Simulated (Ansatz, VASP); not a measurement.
## One calculation of Sb, two programs

File POSCAR:

```
Sb
1.0
    2.6478847451     -4.4876735981      0.0000000000
    2.6478847451      4.4876735981      0.0000000000
    0.0000000000      0.0000000000      5.3028137664
Sb
4
Direct
    0.1525000000      0.8475000000      0.0785000000
    0.6525000000      0.3475000000      0.4215000000
    0.8475000000      0.1525000000      0.9215000000
    0.3475000000      0.6525000000      0.5785000000
```

Contents of INCAR.step1:

```
SYSTEM = Sb
PREC     = Accurate       ! precision mode
ENCUT    = 520            ! plane-wave cutoff, eV
ISMEAR   = 0              ! smearing method
SIGMA    = 0.1            ! smearing width, eV
LREAL    = .FALSE.        ! projectors in reciprocal space
LASPH    = .TRUE.         ! aspherical terms in the spheres
NELM     = 100            ! most SCF steps
NBANDS   = 18             ! bands
GGA      = PE             ! functional
ALGO     = Normal         ! electronic algorithm
EDIFF    = 1E-4           ! SCF threshold, eV
LWAVE    = .TRUE.         ! write WAVECAR
LCHARG   = .FALSE.        ! write CHGCAR
```

Contents of INCAR.step2:

```
SYSTEM = Sb
PREC     = Accurate       ! precision mode
ENCUT    = 520            ! plane-wave cutoff, eV
EDIFF    = 1E-6           ! SCF threshold, eV
ISMEAR   = 0              ! smearing method
SIGMA    = 0.1            ! smearing width, eV
LREAL    = .FALSE.        ! projectors in reciprocal space
LASPH    = .TRUE.         ! aspherical terms in the spheres
NELM     = 100            ! most SCF steps
ALGO     = Normal         ! electronic algorithm
ISIF     = 2              ! what is computed and relaxed
LWAVE    = .FALSE.        ! write WAVECAR
LCHARG   = .FALSE.        ! write CHGCAR
METAGGA  = R2SCAN         ! meta-GGA
LMIXTAU  = .TRUE.       
NBANDS   = 18             ! bands
ISTART   = 1
```

Contents of KPOINTS:

```
regular mesh
0
G
  4 4 4
  0 0 0
```

Input for Ansatz:

```yaml
crystal:
  lattice:
    - [2.6478847451, -4.4876735981, 0.0]
    - [2.6478847451, 4.4876735981, 0.0]
    - [0.0, 0.0, 5.3028137664]
  atoms:
    - { symbol: Sb, position: [0.1525, 0.8475, 0.0785] }
    - { symbol: Sb, position: [0.6525, 0.3475, 0.4215] }
    - { symbol: Sb, position: [0.8475, 0.1525, 0.9215] }
    - { symbol: Sb, position: [0.3475, 0.6525, 0.5785] }
basis:
  ecutwfc: 500
kpoints:
  mp_grid: { grid: [4, 4, 4] }
hamiltonian:
  xc: r2scan
scf:
  occupations: { method: gaussian, width: 0.1 }
  lower_state_search: "off"
output:
  forces: true
  stress: true
  eigenvalues: true
```

Alike in both runs: task single point; functional r2SCAN; k mesh 4 × 4 × 4; occupations gaussian, width 0.1 eV; no spin polarisation.

|  | VASP | Ansatz |
| --- | --- | --- |
| version | VASP 6.6.1 | Ansatz 0.2.0 |
| potentials or method | VASP PAW PBE potentials, release 64 (Sb), cutoff 520 eV | scalar-relativistic, plane waves, PAW |
| valence electrons in the cell | 20 | 60 |

VASP gave:

| Item | Value |
| --- | --- |
| gap on the k mesh at the Fermi level (eV) | none |
| pressure (GPa) | 1.8 |
| traceless stress, the component that is largest in VASP (GPa) | -0.99 |
| rms of the force components (eV/Å) | 0.212 |

**Question.** Estimate Ansatz's values.

**Answer.** gap on the k mesh at the Fermi level (eV): none; pressure (GPa): 1.8; traceless stress, the component that is largest in VASP (GPa): -0.93; rms of the force components (eV/Å): 0.209.

VASP's potentials were made for PBE, not for r2SCAN. Atom by atom the forces differ by 0.012 eV/Å (rms over components). A gap of «none» marks a metal or a gap that the smearing closes. With one functional, cell and mesh, what is left measures potentials, basis and numerics. VASP's potentials hold 20 valence electrons a cell and Ansatz's 60, so a difference there can come from the potentials and not from the codes.

Neither program's run includes spin-orbit coupling.
